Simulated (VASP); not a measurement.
Crystal: SeS.

```
CELL_PARAMETERS angstrom
3.54311 -2.47756 0.00000
3.54311 2.47756 0.00000
-0.99332 0.00000 5.57745
ATOMIC_POSITIONS crystal
Se 0.58344 0.74989 0.24565
Se 0.25011 0.41656 0.75435
S 0.92649 0.40685 0.25982
S 0.59315 0.07351 0.74018
```

* Program: VASP 6.6.1
* Task: relaxation of cell and atoms
* Functional: PBE
* Potentials or basis: VASP PAW PBE potentials, release 64 (Se, S)
* Cutoff: 600 eV
* k mesh: 4 × 4 × 4
* Occupations: gaussian, width 0.1 eV
* Spin: no spin polarisation

At the start: pressure 38.1 GPa; volume 24.48 Å³/atom.

Q: Where does the relaxation end?

A: Over 52 steps the energy falls by 1448.3 meV/atom and the volume is 29.05 Å³/atom (+18.7 %); space group C2 (No. 5, to 0.05 Å).

Step by step:
```
step  energy change (eV)  largest force (eV/Å)  pressure (GPa)  volume (Å³)
   1              0.0000               19.8696           38.08        97.92
   3             -3.0653                3.5119           -8.05       178.15
   5             -2.8040                2.4015           -9.28       137.00
   7             -4.0551                0.7614           -9.85       107.69
   9             -4.4997                0.9596           -6.62       100.36
  11             -4.6634                1.5327           -5.49        98.53
  13             -4.7156                1.7657           -5.17        98.07
  15             -4.7298                1.8230           -5.08        97.96
  17             -4.7334                1.8357           -5.07        97.93
  19             -4.7343                1.8393           -5.06        97.92
  21             -5.2154                0.5920            2.83        90.46
  23             -5.5126                0.5429            3.86        92.06
  25             -5.5748                0.3594            0.36        95.33
  27             -5.6804                0.1602           -0.41       104.56
  29             -5.6935                0.1115           -0.39       110.78
  31             -5.6980                0.1835            0.19       110.36
  33             -5.7225                0.1977           -0.42       111.35
  35             -5.7365                0.1949           -0.45       110.88
  37             -5.7421                0.2695           -0.38       110.34
  39             -5.7496                0.1591            0.56       109.41
  41             -5.7562                0.1951            0.31       110.10
  43             -5.7716                0.1242            0.21       112.12
  45             -5.7824                0.1142            0.06       115.84
  47             -5.7846                0.0716           -0.40       116.62
  49             -5.7873                0.0679           -0.32       116.64
  51             -5.7910                0.0857           -0.10       116.51
  52             -5.7931                0.0362            0.05       116.19
```

Final structure:
```yaml
crystal:
  lattice:
    - [4.31358, -2.57325, -0.52257]
    - [4.31358, 2.57325, -0.52257]
    - [-1.98545, 0.00000, 5.47445]
  atoms:
    - { symbol: Se, position: [0.51626, 0.75772, 0.26359] }
    - { symbol: Se, position: [0.24228, 0.48374, 0.73641] }
    - { symbol: S, position: [0.94376, 0.34911, 0.27682] }
    - { symbol: S, position: [0.65089, 0.05624, 0.72318] }
```

Caveat: the k points lie up to 0.37 Å⁻¹ apart in the final cell; the volume moved by over 15 % at a fixed basis, so the end points are rough.
